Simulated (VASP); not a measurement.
Write the native input for VASP 6.6.1 that does the following.

| Item | Value |
| --- | --- |
| Task | single point |
| Functional | PBEsol |
| Potentials or basis | VASP PAW PBE potentials, release 64 (Na_pv) |
| Cutoff | 520 eV |
| k mesh | 3 × 3 × 3 |
| Occupations | methfessel-paxton, width 0.15 eV |
| Spin | no spin polarisation |
| Dipole correction | no |
| Further INCAR settings | ALGO = Normal; EDIFF = 1e-06; NBANDS = 10 |

The structure of Na lies in POSCAR:

```
Na
1.0
    7.0233430000      0.0000000000      0.0000000000
    0.0000000000      7.0233430000      0.0000000000
    0.0000000000      0.0000000000      7.0233430000
Na
1
Direct
    0.0000000000      0.0000000000      0.0000000000
```

The input as run:

INCAR

```
SYSTEM = Na
  PREC = Accurate
  ENCUT = 520
  EDIFF = 1E-6
  ISMEAR = 1
  SIGMA = 0.15
  LREAL = .FALSE.
  LASPH = .TRUE.
  NELM = 100
  ALGO = Normal
  ISIF = 2
  LWAVE = .FALSE.
  LCHARG = .TRUE.
  GGA = PS
  LELF = .TRUE.
  LVHAR = .TRUE.
  NBANDS = 10
```

KPOINTS

```
regular mesh
0
G
  3 3 3
  0 0 0
```

Potentials or basis: VASP PAW PBE potentials, release 64 (Na_pv).

Command:

```bash
$ cat potpaw_PBE.64/Na_pv/POTCAR > POTCAR
$ mpirun -np 1 vasp_std > vasp.out
```

It gave:

| Property | Result |
| --- | --- |
| Pressure | -0.1 GPa |

Caveat: the PAW data sets were made with another functional, which shifts forces and pressure a little.

Wall time 33 s on 1 thread of Intel Xeon 8259CL, with other jobs on the host, peak memory 0.38 GiB.
